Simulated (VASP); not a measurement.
A run of VASP 6.6.1 is set up as follows.

File INCAR:

```
PREC     = Accurate       # precision mode
ENCUT    = 500            # plane-wave cutoff, eV
EDIFF    = 1E-6           # SCF threshold, eV
ISMEAR   = 0              # smearing method
SIGMA    = 0.01           # smearing width, eV
LREAL    = False          # projectors in reciprocal space
LASPH    = True           # aspherical terms in the spheres
NELM     = 120            # most SCF steps
ALGO     = Normal         # electronic algorithm
ISIF     = 2              # what is computed and relaxed
LWAVE    = False          # write WAVECAR
LCHARG   = False          # write CHGCAR
GGA      = PE             # functional
NBANDS   = 26             # bands
GGA_COMPAT= False
```

Contents of KPOINTS:

```
Automatic mesh
0
Gamma
  6 6 2
```

The input POSCAR:

```
CdS
1.0
    4.1500000000      0.0000000000      0.0000000000
   -2.0750000000      3.5940054257      0.0000000000
    0.0000000000      0.0000000000      6.7370000000
Cd S
2 2
Direct
    0.3333330000      0.6666670000      0.0000000000
    0.6666670000      0.3333330000      0.5000000000
    0.3333330000      0.6666670000      0.3750000000
    0.6666670000      0.3333330000      0.8750000000
```

Potentials or basis: VASP PAW PBE potentials, release 64 (Cd, S).

Command:

```console
$ cat potpaw_PBE.64/Cd/POTCAR potpaw_PBE.64/S/POTCAR > POTCAR
$ mpirun -np 1 vasp_std > vasp.out
```

Task: What does it give for the pressure?

Result: 2.4 GPa.

Task: What does it give for the band gap on the k mesh?

Result: 1.20 eV, direct.

Forces on the atoms (eV/Å):
```
Cd   0.000  0.000 -0.067
Cd   0.000  0.000 -0.067
S    0.000  0.000  0.067
S    0.000  0.000  0.067
```

Caveat: the k points lie up to 0.47 Å⁻¹ apart. A hybrid or GW would open this gap; PBE tends to underestimate it.
